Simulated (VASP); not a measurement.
# Se (Im-3m) in VASP: notebook

Se is run at these levels: BLYP; tasks: single point.

Everything below comes from runs of VASP 6.6.1. Logs are shortened: lines on timing, memory, paths and dates and some standing lists are left out, and cuts for length are marked.

**1. The cell of the first run**

The structure is cubic, space group Im-3m (No. 229). The conventional cell has a = 3.567 Å, b = 3.567 Å, c = 3.567 Å, α = 90.00°, β = 90.00°, γ = 90.00°. Within 4.1 Å of Se (site symmetry m-3m) lie 14 Se at 3.09 to 3.57 Å.

**2. Single point, BLYP**

Input file INCAR:

```
PREC = Accurate
ENCUT = 520
EDIFF = 1E-6
ISMEAR = -1
SIGMA = 0.1
LREAL = False
LASPH = True
NELM = 80
ALGO = Normal
ISIF = 2
LWAVE = False
LCHARG = False
GGA = B5
ALDAX = 1.0
AGGAX = 1.0
AGGAC = 1.0
ALDAC = 0.0
NBANDS = 9
```

Input file KPOINTS:

```
regular mesh
0
Gamma
  14 14 14
```

Input file POSCAR:

```
Se
1.0
   -1.7834629084      1.7834629084      1.7834629084
    1.7834629084     -1.7834629084      1.7834629084
    1.7834629084      1.7834629084     -1.7834629084
Se
1
Direct
    0.0000000000      0.0000000000      0.0000000000
```

Potentials or basis: VASP PAW PBE potentials, release 64 (Se).

Command:

```bash
cat potpaw_PBE.64/Se/POTCAR > POTCAR
mpirun -np 1 vasp_std > vasp.out
```

OUTCAR:

```text
PREC = Accurate
   ENCUT = 520
   EDIFF = 1E-6
   ISMEAR = -1
   LREAL = False
   LASPH = True
   NELM = 80
   ISIF = 2
   GGA = B5

 ion  position               nearest neighbor table
   1  0.000  0.000  0.000-

  LATTYP: Found a body centered cubic cell.
 ALAT       =     3.5669258168

  Lattice vectors:

 A1 = (  -1.7834629084,   1.7834629084,   1.7834629084)
 A2 = (   1.7834629084,  -1.7834629084,   1.7834629084)
 A3 = (   1.7834629084,   1.7834629084,  -1.7834629084)

Analysis of symmetry for initial positions (statically):
=====================================================================
 Subroutine PRICEL returns:
 Original cell was already a primitive cell.

 Routine SETGRP: Setting up the symmetry group for a
 body centered cubic supercell.

 Subroutine GETGRP returns: Found 48 space group operations
 (whereof 48 operations were pure point group operations)
 out of a pool of 48 trial point group operations.

The static configuration has the point symmetry O_h .

Analysis of symmetry for dynamics (positions and initial velocities):
=====================================================================
 Subroutine PRICEL returns:
 Original cell was already a primitive cell.

 Routine SETGRP: Setting up the symmetry group for a
 body centered cubic supercell.

 Subroutine GETGRP returns: Found 48 space group operations
 (whereof 48 operations were pure point group operations)
 out of a pool of 48 trial point group operations.

The dynamic configuration has the point symmetry O_h .

 Subroutine INISYM returns: Found 48 space group operations
 (whereof 48 operations are pure point group operations),
 and found     1 'primitive' translations

----------------------------------------------------------------------------------------

                                     Primitive cell

  volume of cell :      22.6909

  direct lattice vectors                    reciprocal lattice vectors
    -1.783462908  1.783462908  1.783462908     0.000000000  0.280353462  0.280353462
     1.783462908 -1.783462908  1.783462908     0.280353462  0.000000000  0.280353462
     1.783462908  1.783462908 -1.783462908     0.280353462  0.280353462  0.000000000

  length of vectors
     3.089048371  3.089048371  3.089048371     0.396479668  0.396479668  0.396479668

  position of ions in fractional coordinates (direct lattice)
     0.000000000  0.000000000  0.000000000

  ion indices of the primitive-cell ions
   primitive index   ion index
                 1           1

----------------------------------------------------------------------------------------

 KPOINTS: regular mesh

Automatic generation of k-mesh.
 Grid dimensions read from file:
 generate k-points for:   14   14   14

 Generating k-lattice:

  Cartesian coordinates                     Fractional coordinates (reciprocal lattice)
     0.000000000  0.020025247  0.020025247     0.071428571  0.000000000  0.000000000
     0.020025247  0.000000000  0.020025247     0.000000000  0.071428571  0.000000000
     0.020025247  0.020025247  0.000000000     0.000000000  0.000000000  0.071428571

  Length of vectors
     0.028319976  0.028319976  0.028319976

  Shift w.r.t. Gamma in fractional coordinates (k-lattice)
     0.000000000  0.000000000  0.000000000

 Subroutine IBZKPT returns following result:
 ===========================================

 Found    104 irreducible k-points:

 Following reciprocal coordinates:
            Coordinates               Weight
  0.000000  0.000000  0.000000      1.000000
  0.071429  0.000000  0.000000     12.000000
  0.142857  0.000000  0.000000     12.000000
  0.214286  0.000000  0.000000     12.000000
  0.285714  0.000000  0.000000     12.000000
  0.357143  0.000000  0.000000     12.000000
[... 16 lines left out ...]
  0.285714  0.285714  0.000000     24.000000
  0.357143  0.285714  0.000000     24.000000
 [... further k-points ...]
   k-points           NKPTS =    104   k-points in BZ     NKDIM =    104   number of bands    NBANDS=      9
   number of dos      NEDOS =    301   number of ions     NIONS =      1
   total plane-waves  NPLWV =  13824
   dimension x,y,z NGX =    24 NGY =   24 NGZ =   24
   dimension x,y,z NGXF=    48 NGYF=   48 NGZF=   48
   ions per type =               1
   NGX,Y,Z   is equivalent  to a cutoff of  12.92, 12.92, 12.92 a.u.
   NGXF,Y,Z  is equivalent  to a cutoff of  25.83, 25.83, 25.83 a.u.
 SYSTEM =  unknown system
   PREC   = accura    normal or accurate (medium, high low for compatibility)
   ISTART =      0    job   : 0-new  1-cont  2-samecut
   ICHARG =      2    charge: 1-file 2-atom 10-const
   ISPIN  =      1    spin polarized calculation?
   LNONCOLLINEAR =      F non collinear calculations
   LSORBIT =      F    spin-orbit coupling
   LASPH  =      T    aspherical Exc in radial PAW
   ENCUT  =  520.0 eV  38.22 Ry    6.18 a.u.   5.74  5.74  5.74*2*pi/ulx,y,z
   NELM   =     80;   NELMIN=  2; NELMDL= -5     # of ELM steps
   EDIFF  = 0.1E-05   stopping-criterion for ELM
   LREAL  =      F    real-space projection
   EDIFFG = 0.1E-04   stopping-criterion for IOM
   NSW    =      0    number of steps for IOM
   IBRION =     -1    ionic relax: 0-MD 1-quasi-New 2-CG
   NFREE  =      0    steps in history (QN), initial steepest desc. (CG)
   ISIF   =      2    stress and relaxation
   ISYM   =      2    0-nonsym 1-usesym 2-fastsym
   POTIM  = 0.5000    time-step for ionic-motion
   TEBEG  =    0.0;   TEEND  =   0.0 temperature during run
   PSTRESS=    0.0 pullay stress
   NELECT =       6.0000    total number of electrons
   NUPDOWN=      -1.0000    fix difference up-down
   EMIN   =  10.00;   EMAX   =-10.00  energy-range for DOS
   EFERMI =   0.00;   METHOD = LEGACY
   ISMEAR =    -1;   SIGMA  =   0.10  broadening in eV -4-tet -1-fermi 0-gaus
   EFERMI_NEDOS =   21; number of points for ismear=-14 and -15
   IALGO  =     38    algorithm
   IMIX   =      4    mixing-type and parameters
     AMIX     =   0.40;   BMIX     =  1.00
     AMIX_MAG =   1.60;   BMIX_MAG =  1.00
  volume/ion in A,a.u.               =      22.69       153.13
  Fermi-wavevector in a.u.,A,eV,Ry     =   1.050770  1.985668 15.022444  1.104118
  Thomas-Fermi vector in A             =   2.185787
   LORBIT       =      0    0 simple, 1 ext, 2 COOP (PROOUT), +10 PAW based schemes
   GGA     = B5    functional components
   LHFCALC =     F    Hartree Fock is set to
   AEXX    =    0.0000 exact exchange contribution
   IVDW    =     0    specifies the selected vdW correction
   LEPSILON=     F    determine dielectric tensor
   LRPA    =     F    only Hartree local field effects (RPA)
 non-spin polarized calculation
  energy-cutoff  :      520.00
  volume of cell :       22.69
 maximum number of plane-waves:       627
   NGX = 11   NGY = 11   NGZ = 11

 number of electron       6.0000001 magnetization

 Free energy of the ion-electron system (eV)
  ---------------------------------------------------
  ext. energy  EPLUGINS =         0.00000000
  ---------------------------------------------------
  free energy    TOTEN  =        -2.27326575 eV

  energy without entropy =       -2.24839768  energy(sigma->0) =       -2.26083172

 E-fermi :   4.5812     XC(G=0):  -9.4333

 val. band max:        4.5646871208   @ k =  -0.2143   0.2143   0.2143
 cond. band min:       4.5974403556   @ k =   0.3571   0.2143   0.0714
 fundamental gap:      0.0327532349
 Fermi energy:         4.5812475482

 k-point     1 :       0.0000    0.0000    0.0000
  band No.  band energies     occupation
      1     -10.5556      2.00000
      2       6.9819      0.00000
      3       6.9819      0.00000
      4       6.9819      0.00000
      5      14.7808      0.00000
      6      16.8682      0.00000
      7      16.8682      0.00000
      8      16.8682      0.00000
      9      19.8549      0.00000

 k-point     2 :       0.0714    0.0000    0.0000
  band No.  band energies     occupation
      1     -10.4644      2.00000
      2       6.4187      0.00000
      3       6.8086      0.00000
      4       6.9544      0.00000
      5      15.1701      0.00000
      6      16.4992      0.00000
      7      16.7573      0.00000
      8      17.2585      0.00000
      9      19.0634      0.00000

 k-point     3 :       0.1429    0.0000    0.0000
  band No.  band energies     occupation
      1     -10.1954      2.00000
      2       5.0798      0.01357
      3       6.3703      0.00000
      4       6.8761      0.00000
      5      15.0457      0.00000
      6      15.7202      0.00000
      7      17.1901      0.00000
      8      18.3471      0.00000
      9      18.9263      0.00000

 k-point     4 :       0.2143    0.0000    0.0000
  band No.  band energies     occupation
      1      -9.7646      2.00000
      2       3.4563      1.99997
      3       5.8268      0.00001
      4       6.7600      0.00000
      5      14.0219      0.00000
      6      14.9097      0.00000
      7      18.2252      0.00000
      8      19.1682      0.00000
      9      19.9603      0.00000
[... 205 lines left out ...]
 k-point    22 :       0.3571    0.2143    0.0000
  band No.  band energies     occupation
      1      -7.6054      2.00000
      2      -0.2655      2.00000
      3       2.2885      2.00000
      4       5.5801      0.00009
      5      13.3827      0.00000
      6      15.8041      0.00000
      7      18.8903      0.00000
      8      20.2813      0.00000
      9      24.0336      0.00000

 k-point    23 :       0.2857    0.2857    0.0000
  band No.  band energies     occupation
      1      -7.5741      2.00000
      2       0.1202      2.00000
      3       1.6622      2.00000
      4       5.5229      0.00016
      5      13.6626      0.00000
      6      16.1709      0.00000
      7      18.4685      0.00000
      8      20.9601      0.00000
      9      22.8654      0.00000

 k-point    24 :       0.3571    0.2857    0.0000
  band No.  band energies     occupation
      1      -7.4340      2.00000
      2       0.2047      2.00000
      3       1.1813      2.00000
      4       5.4730      0.00027
      5      13.7092      0.00000
      6      16.6653      0.00000
      7      17.8462      0.00000
      8      21.4770      0.00000
      9      23.2080      0.00000

 [... further k-points ...]

------------------------ aborting loop because EDIFF is reached ----------------------------------------

  FORCE on cell =-STRESS in cart. coord.  units (eV):
  Direction    XX          YY          ZZ          XY          YZ          ZX
  --------------------------------------------------------------------------------------
  -------------------------------------------------------------------------------------
  Total        0.0382227      0.0382227      0.0382227     -0.0000000     -0.0000000      0.0000000
  in kB        2.6988559      2.6988559      2.6988559     -0.0000000     -0.0000000      0.0000000
  external PRESSURE =       2.6988559 kB  Pullay stress =       0.0000000 kB

 VOLUME and BASIS-vectors are now :
 -----------------------------------------------------------------------------
  energy-cutoff  :      520.00
  volume of cell :       22.69
      direct lattice vectors                 reciprocal lattice vectors
    -1.783462908  1.783462908  1.783462908     0.000000000  0.280353462  0.280353462
     1.783462908 -1.783462908  1.783462908     0.280353462  0.000000000  0.280353462
     1.783462908  1.783462908 -1.783462908     0.280353462  0.280353462  0.000000000

 POSITION                                       TOTAL-FORCE (eV/Angst)
 -----------------------------------------------------------------------------------
      0.00000      0.00000      0.00000        -0.000000     -0.000000      0.000000
 -----------------------------------------------------------------------------------
    total drift:                                0.000000      0.000000     -0.000000

  FREE ENERGIE OF THE ION-ELECTRON SYSTEM (eV)
  ---------------------------------------------------
  free  energy   TOTEN  =        -2.2732657533 eV

  energy  without entropy=       -2.2483976775  energy(sigma->0) =       -2.26083172
```

Run time: 8.3 s. Hardware: 1 thread of Intel Xeon 6975P-C (Granite Rapids), shared host; peak memory 0.14 GiB.

What came out:

- Free energy: -2.2733 eV
- Pressure: 0.3 GPa
- Band gap on the k mesh: zero (band 3 reaches 6.98 eV, above the bottom of band 4 at 1.83 eV)

Levels at points of the mesh, in eV from the Fermi level:
```tsv
k point	band 1	band 2	band 3	band 4	band 5	band 6	band 7	band 8
(0.00, 0.00, 0.00)	-15.14	2.40	2.40	2.40	10.20	12.29	12.29	12.29
(0.50, 0.00, 0.00)	-12.43	-5.61	-0.03	1.81	7.20	8.71	17.21	17.23
(0.50, 0.50, 0.50)	-10.63	-2.75	-2.75	-2.75	4.99	4.99	21.54	21.54
```

Caveat: the PAW data sets were made with another functional, which shifts forces and pressure a little.

**3. Single point, BLYP (volume scaled by 1.04)**

Input file INCAR:

```
  PREC = Accurate
  ENCUT = 520
  EDIFF = 1E-6
  ISMEAR = -1
  SIGMA = 0.1
  LREAL = False
  LASPH = True
  NELM = 60
  ALGO = Normal
  ISIF = 2
  LWAVE = False
  LCHARG = False
  GGA = B5
  ALDAX = 1.0
  AGGAX = 1.0
  AGGAC = 1.0
  ALDAC = 0.0
  NBANDS = 9
```

KPOINTS is that of step 2.

Input file POSCAR:

```
Se
1.0
   -1.8069322170      1.8069322170      1.8069322170
    1.8069322170     -1.8069322170      1.8069322170
    1.8069322170      1.8069322170     -1.8069322170
Se
1
Direct
    0.0000000000      0.0000000000      0.0000000000
```

Potentials or basis: VASP PAW PBE potentials, release 64 (Se).

Command:

```bash
cat potpaw_PBE.64/Se/POTCAR > POTCAR
mpirun -np 1 vasp_std > vasp.out
```

Wall time 7.6 s (1 thread of Intel Xeon 6975P-C (Granite Rapids), shared host); peak memory 0.14 GiB.

It converged, with:

```yaml
Free_energy: -2.2690 eV
Pressure: -1.7 GPa
Band_gap_on_the_k_mesh: zero (band 3 reaches 6.39 eV, above the bottom of band 4 at 1.53 eV)
```

Levels at points of the mesh, in eV from the Fermi level:
```tsv
k point	band 1	band 2	band 3	band 4	band 5	band 6	band 7	band 8
(0.00, 0.00, 0.00)	-14.85	2.24	2.24	2.24	9.77	12.20	12.20	12.20
(0.50, 0.00, 0.00)	-12.34	-5.33	-0.05	1.70	7.17	8.74	16.93	17.03
(0.50, 0.50, 0.50)	-10.69	-2.62	-2.62	-2.62	5.14	5.14	21.17	21.17
```

Caveat: the PAW data sets were made with another functional, which shifts forces and pressure a little.
